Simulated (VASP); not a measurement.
Runs of VASP 6.6.1 on LiRe2. The structure is that of space group Fd-3m (No. 227), or close to it. The cells are those of the table. 

```csv
task,spin,cell,k mesh,cutoff (eV),gap on the mesh (eV),pressure (GPa),relaxed volume (Å³/atom)
relaxation of cell and atoms,off,"relaxed from a = 4.960 Å, angles 60.0°, 6 atoms",4 × 4 × 4,600,none,-0.3,(a)
single point,off,"a = 5.187 Å, angles 60.0°, 6 atoms",4 × 4 × 4,520,none,-,-
single point,off,"a = 5.190 Å, angles 60.0°, 6 atoms",10 × 10 × 10,520,none,-,-
relaxation of cell and atoms,off,"relaxed from a = 5.187 Å, angles 60.0°, 6 atoms",10 × 10 × 10,600,none,0.0,16.42
single point,"collinear, ferromagnetic start","a = 5.187 Å, angles 60.0°, 6 atoms",4 × 4 × 4,520,none,-,-
```

Alike in all rows: level PBE; potentials or basis VASP PAW PBE potentials, release 64 (Li_sv, Re); smearing gaussian 0.1 eV.

Problem. Estimate the missing entries.

Solution. (a) 16.38.

Caveats: some runs use coarse meshes; the cutoff is under 1.25 times the usual one of these potentials, so pressure, stress and relaxed cells hold a basis-set (Pulay) error; spin-orbit coupling is left out, which moves the levels of the heavy elements.

A k mesh can miss the band edges, and the runs leave out spin-orbit coupling on Re.

A gap of «none» marks levels without a gap at the run's occupations.
